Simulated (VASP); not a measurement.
# Ir (P6_3/mmc) in VASP: further runs

Ir is run at these levels: PBE, r2SCAN, PBE0, PBEsol; tasks: single point.

Program: VASP 6.6.1. These are calculated values, not measurements. Logs are shortened: lines on timing, memory, paths and dates and some standing lists are left out, and cuts for length are marked.

## (1) The cell of the first run

It takes space group P6_3/mmc (No. 194, hexagonal). Conventional cell: a = 2.751 Å, b = 2.751 Å, c = 4.462 Å, α = 90.00°, β = 90.00°, γ = 120.00°. Within 3.6 Å of Ir (site symmetry -6m2) lie 12 Ir at 2.74 to 2.75 Å.

## (2) Single point, PBE, non-collinear spin, zero start, spin-orbit coupling

Input file INCAR:

```
SYSTEM = Ir
  PREC = Accurate
  ENCUT = 500
  EDIFF = 1E-6
  ISMEAR = 0
  SIGMA = 0.05
  LREAL = .False.
  LASPH = .True.
  NELM = 200
  ALGO = Normal
  ISIF = 2
  LWAVE = .False.
  LCHARG = .True.
  LNONCOLLINEAR = .True.
  MAGMOM = 0 0 0 0 0 0
  LORBIT = 11
  LSORBIT = .True.
  GGA_COMPAT = .False.
  LORBMOM = .True.
  LMAXMIX = 4
  GGA = PE
  LVHAR = .True.
  NBANDS = 46
```

Input file KPOINTS:

```
Automatic mesh
0
Gamma
  9 9 5
  0 0 0
```

Input file POSCAR:

```
Ir
1.0
    2.7513778946      0.0000000000      0.0000000000
   -1.3756889473      2.3827631521      0.0000000000
    0.0000000000      0.0000000000      4.4622900000
Ir
2
Direct
    0.3333333333      0.6666666667      0.2500000000
    0.6666666667      0.3333333333      0.7500000000
```

Potentials or basis: VASP PAW PBE potentials, release 64 (Ir_sv_GW).

Started as:

```sh
> cat potpaw_PBE.64/Ir_sv_GW/POTCAR > POTCAR
> mpirun -np 1 vasp_ncl > vasp.out
```

OUTCAR:

```text
SYSTEM = Ir
   PREC = Accurate
   ENCUT = 500
   EDIFF = 1E-6
   ISMEAR = 0
   LREAL = .False.
   LASPH = .True.
   NELM = 200
   ISIF = 2
   LNONCOLLINEAR = .True.
   LORBIT = 11
   LSORBIT = .True.
   GGA = PE

 ion  position               nearest neighbor table
   1  0.333  0.667  0.250-   2 2.74   2 2.74   2 2.74   2 2.74   2 2.74   2 2.74
   2  0.667  0.333  0.750-   1 2.74   1 2.74   1 2.74   1 2.74   1 2.74   1 2.74

  LATTYP: Found a hexagonal cell.
 ALAT       =     2.7513778946
 C/A-ratio  =     1.6218382828

  Lattice vectors:

 A1 = (   2.7513778946,   0.0000000000,   0.0000000000)
 A2 = (  -1.3756889473,   2.3827631521,   0.0000000000)
 A3 = (   0.0000000000,   0.0000000000,   4.4622900000)

Analysis of symmetry for initial positions (statically):
=====================================================================
 Subroutine PRICEL returns:
 Original cell was already a primitive cell.

 Routine SETGRP: Setting up the symmetry group for a
 hexagonal supercell.

 Subroutine GETGRP returns: Found 24 space group operations
 (whereof 12 operations were pure point group operations)
 out of a pool of 24 trial point group operations.

The static configuration has the point symmetry D_3d.
 The point group associated with its full space group is D_6h.

Analysis of symmetry for dynamics (positions and initial velocities):
=====================================================================
 Subroutine PRICEL returns:
 Original cell was already a primitive cell.

 Routine SETGRP: Setting up the symmetry group for a
 hexagonal supercell.

 Subroutine GETGRP returns: Found 24 space group operations
 (whereof 12 operations were pure point group operations)
 out of a pool of 24 trial point group operations.

The dynamic configuration has the point symmetry D_3d.
 The point group associated with its full space group is D_6h.

Analysis of structural, dynamic, and magnetic symmetry:
=====================================================================
 Subroutine PRICEL returns:
 Original cell was already a primitive cell.

 Routine SETGRP: Setting up the symmetry group for a
 hexagonal supercell.

 Subroutine GETGRP returns: Found 24 space group operations
 (whereof 12 operations were pure point group operations)
 out of a pool of 24 trial point group operations.

The overall configuration has the point symmetry D_3d.
 The point group associated with its full space group is D_6h.

 Subroutine INISYM returns: Found 24 space group operations
 (whereof 12 operations are pure point group operations),
 and found     1 'primitive' translations

----------------------------------------------------------------------------------------

                                     Primitive cell

  volume of cell :      29.2542

  direct lattice vectors                    reciprocal lattice vectors
     2.751377895  0.000000000  0.000000000     0.363454254  0.209840411  0.000000000
    -1.375688947  2.382763152  0.000000000     0.000000000  0.419680823  0.000000000
     0.000000000  0.000000000  4.462290000     0.000000000  0.000000000  0.224100182

  length of vectors
     2.751377895  2.751377895  4.462290000     0.419680823  0.419680823  0.224100182

  position of ions in fractional coordinates (direct lattice)
     0.333333333  0.666666667  0.250000000
     0.666666667  0.333333333  0.750000000

  ion indices of the primitive-cell ions
   primitive index   ion index
                 1           1
                 2           2

----------------------------------------------------------------------------------------

 KPOINTS: Automatic mesh

Automatic generation of k-mesh.
 Grid dimensions read from file:
 generate k-points for:    9    9    5

 Generating k-lattice:

  Cartesian coordinates                     Fractional coordinates (reciprocal lattice)
     0.040383806  0.023315601  0.000000000     0.111111111 -0.000000000  0.000000000
     0.000000000  0.046631203  0.000000000     0.000000000  0.111111111  0.000000000
     0.000000000  0.000000000  0.044820036     0.000000000  0.000000000  0.200000000

  Length of vectors
     0.046631203  0.046631203  0.044820036

  Shift w.r.t. Gamma in fractional coordinates (k-lattice)
     0.000000000  0.000000000  0.000000000

 Subroutine IBZKPT returns following result:
[... 59 lines left out ...]
   PSTRESS=    0.0 pullay stress
   NELECT =      34.0000    total number of electrons
   NUPDOWN=      -1.0000    fix difference up-down
   EMIN   =  10.00;   EMAX   =-10.00  energy-range for DOS
   EFERMI =   0.00;   METHOD = LEGACY
   ISMEAR =     0;   SIGMA  =   0.05  broadening in eV -4-tet -1-fermi 0-gaus
   EFERMI_NEDOS =   21; number of points for ismear=-14 and -15
   IALGO  =     38    algorithm
   IMIX   =      4    mixing-type and parameters
     AMIX     =   0.40;   BMIX     =  1.00
     AMIX_MAG =   1.60;   BMIX_MAG =  1.00
  volume/ion in A,a.u.               =      14.63        98.71
  Fermi-wavevector in a.u.,A,eV,Ry     =   1.721227  3.252648 40.308928  2.962623
  Thomas-Fermi vector in A             =   2.797519
   LORBIT       =     11    0 simple, 1 ext, 2 COOP (PROOUT), +10 PAW based schemes
   GGA     = PE    functional components
   LHFCALC =     F    Hartree Fock is set to
   AEXX    =    0.0000 exact exchange contribution
   IVDW    =     0    specifies the selected vdW correction
   LEPSILON=     F    determine dielectric tensor
   LRPA    =     F    only Hartree local field effects (RPA)
 Gauss-broadening in eV      SIGMA  =   0.05
  energy-cutoff  :      500.00
  volume of cell :       29.25
 maximum number of plane-waves:      1524
 NGX is ok and might be reduce to    20
   NGX =  9   NGY =  9   NGZ = 17

 number of electron      34.0000000 magnetization       0.0000000      0.0000000     -0.0000000

 number of electron      34.0000000 magnetization      -0.0000000      0.0000000     -0.0000000

 number of electron      34.0000000 magnetization       0.0000000      0.0000000      0.0000000

 number of electron      34.0000000 magnetization      -0.0000000     -0.0000000     -0.0000000

 Free energy of the ion-electron system (eV)
  ---------------------------------------------------
  ext. energy  EPLUGINS =         0.00000000
  ---------------------------------------------------
  free energy    TOTEN  =       -22.73961326 eV

  energy without entropy =      -22.73606906  energy(sigma->0) =      -22.73784116

 E-fermi :  12.3167     XC(G=0): -14.3320

 val. band max:       12.3001079351   @ k =   0.0000   0.0000   0.0000
 cond. band min:      12.3262653093   @ k =   0.3333  -0.0000   0.4000
 fundamental gap:      0.0261573741
 Fermi energy:        12.3167460109

 k-point     1 :       0.0000    0.0000    0.0000
  band No.  band energies     occupation
      1     -80.5908      1.00000
      2     -80.5908      1.00000
      3     -80.5336      1.00000
      4     -80.5336      1.00000
      5     -45.7560      1.00000
      6     -45.7560      1.00000
[... 1165 lines left out ...]
     45      23.3385      0.00000
     46      23.3385      0.00000

 [... further k-points ...]

------------------------ aborting loop because EDIFF is reached ----------------------------------------

  FORCE on cell =-STRESS in cart. coord.  units (eV):
  Direction    XX          YY          ZZ          XY          YZ          ZX
  --------------------------------------------------------------------------------------
  -------------------------------------------------------------------------------------
  Total       -0.5054752     -0.5054752     -0.5189924      0.0000000     -0.0000000      0.0000000
  in kB      -27.6835356    -27.6835356    -28.4238364      0.0000000     -0.0000000      0.0000000
  external PRESSURE =     -27.9303025 kB  Pullay stress =       0.0000000 kB

 VOLUME and BASIS-vectors are now :
 -----------------------------------------------------------------------------
  energy-cutoff  :      500.00
  volume of cell :       29.25
      direct lattice vectors                 reciprocal lattice vectors
     2.751377895  0.000000000  0.000000000     0.363454254  0.209840411  0.000000000
    -1.375688947  2.382763152  0.000000000     0.000000000  0.419680823  0.000000000
     0.000000000  0.000000000  4.462290000     0.000000000  0.000000000  0.224100182

 POSITION                                       TOTAL-FORCE (eV/Angst)
 -----------------------------------------------------------------------------------
     -0.00000      1.58851      1.11557        -0.000000     -0.000000      0.000000
      1.37569      0.79425      3.34672         0.000000      0.000000      0.000000
 -----------------------------------------------------------------------------------
    total drift:                                0.000000     -0.000000      0.000000

  FREE ENERGIE OF THE ION-ELECTRON SYSTEM (eV)
  ---------------------------------------------------
  free  energy   TOTEN  =       -22.7396132589 eV

  energy  without entropy=      -22.7360690600  energy(sigma->0) =      -22.73784116

 orbital moment (x)

 # of ion     p       d       f       tot
 ------------------------------------------------
  1        -0.000   0.000   0.000   0.000
  2         0.000  -0.000   0.000  -0.000
 ------------------------------------------------
           -0.000  -0.000   0.000  -0.000

 orbital moment (y)

 # of ion     p       d       f       tot
 ------------------------------------------------
  1         0.000  -0.000  -0.000  -0.000
  2         0.000  -0.000  -0.000  -0.000
 ------------------------------------------------
            0.000  -0.000  -0.000  -0.000

 orbital moment (z)

 # of ion     p       d       f       tot
 ------------------------------------------------
  1         0.000   0.000   0.000   0.000
  2         0.000  -0.000   0.000  -0.000
 ------------------------------------------------
            0.000  -0.000   0.000  -0.000

 Spin-Orbit-Coupling matrix elements

 Ion:    1  E_soc:     -4.0423764
 l=   1
     0.0000000    -0.5908150    -0.5907779
    -0.5908150     0.0000000    -0.5908150
    -0.5907779    -0.5908150     0.0000000
 l=   2
     0.0000000    -0.0174919     0.0000000    -0.0174919    -0.0631800
    -0.0174919     0.0000000    -0.0485958    -0.0184176    -0.0174919
     0.0000000    -0.0485958     0.0000000    -0.0485958     0.0000000
    -0.0174919    -0.0184176    -0.0485958     0.0000000    -0.0174919
    -0.0631800    -0.0174919     0.0000000    -0.0174919     0.0000000
 l=   3
     0.0000000    -0.0000005     0.0000000     0.0000000     0.0000000    -0.0000005    -0.0000069
    -0.0000005     0.0000000    -0.0000015     0.0000000    -0.0000015    -0.0000013    -0.0000002
     0.0000000    -0.0000015     0.0000000    -0.0000040    -0.0000000    -0.0000015     0.0000000
     0.0000000     0.0000000    -0.0000040     0.0000000    -0.0000040     0.0000000     0.0000000
     0.0000000    -0.0000015    -0.0000000    -0.0000040     0.0000000    -0.0000015     0.0000000
    -0.0000005    -0.0000013    -0.0000015     0.0000000    -0.0000015     0.0000000    -0.0000002
    -0.0000069    -0.0000002     0.0000000     0.0000000     0.0000000    -0.0000002     0.0000000

 Ion:    2  E_soc:     -4.0423764
 l=   1
     0.0000000    -0.5908150    -0.5907779
    -0.5908150     0.0000000    -0.5908150
    -0.5907779    -0.5908150     0.0000000
 l=   2
     0.0000000    -0.0174919     0.0000000    -0.0174919    -0.0631800
    -0.0174919     0.0000000    -0.0485958    -0.0184176    -0.0174919
     0.0000000    -0.0485958     0.0000000    -0.0485958     0.0000000
    -0.0174919    -0.0184176    -0.0485958     0.0000000    -0.0174919
    -0.0631800    -0.0174919     0.0000000    -0.0174919     0.0000000
 l=   3
     0.0000000    -0.0000005     0.0000000     0.0000000     0.0000000    -0.0000005    -0.0000069
    -0.0000005     0.0000000    -0.0000015     0.0000000    -0.0000015    -0.0000013    -0.0000002
     0.0000000    -0.0000015     0.0000000    -0.0000040    -0.0000000    -0.0000015     0.0000000
     0.0000000     0.0000000    -0.0000040     0.0000000    -0.0000040     0.0000000     0.0000000
     0.0000000    -0.0000015    -0.0000000    -0.0000040     0.0000000    -0.0000015     0.0000000
    -0.0000005    -0.0000013    -0.0000015     0.0000000    -0.0000015     0.0000000    -0.0000002
    -0.0000069    -0.0000002     0.0000000     0.0000000     0.0000000    -0.0000002     0.0000000

 total charge

# of ion       s       p       d       f       tot
--------------------------------------------------
    1        3.838   6.122   6.284   0.022  16.266
    2        3.838   6.122   6.284   0.022  16.266
--------------------------------------------------
tot          7.676  12.243  12.567   0.044  32.531

 magnetization (x)

# of ion       s       p       d       f       tot
--------------------------------------------------
    1        0.000   0.000   0.000   0.000   0.000
    2        0.000   0.000   0.000   0.000   0.000
--------------------------------------------------
tot          0.000   0.000   0.000   0.000   0.000

 magnetization (y)

# of ion       s       p       d       f       tot
--------------------------------------------------
    1       -0.000   0.000   0.000   0.000   0.000
    2       -0.000   0.000  -0.000   0.000  -0.000
--------------------------------------------------
tot         -0.000   0.000   0.000   0.000  -0.000

 magnetization (z)

# of ion       s       p       d       f       tot
--------------------------------------------------
    1        0.000   0.000   0.000   0.000   0.000
    2        0.000   0.000   0.000   0.000   0.000
--------------------------------------------------
tot          0.000   0.000   0.000   0.000   0.000
```

Wall time 59 s (1 thread of AMD EPYC 9R45 (Zen 5), shared host); peak memory 0.21 GiB.

What came out:

* Free energy: -22.7396 eV
* Pressure: -2.8 GPa
* Net moment: 0.00 μB per cell
* Valence electrons inside the program's atomic spheres: Ir 16.27

Moments on the atoms (μB; x, y, z):
```
Ir  0.00 0.00 0.00
Ir  0.00 0.00 0.00
```

[end of part 1 of 2]
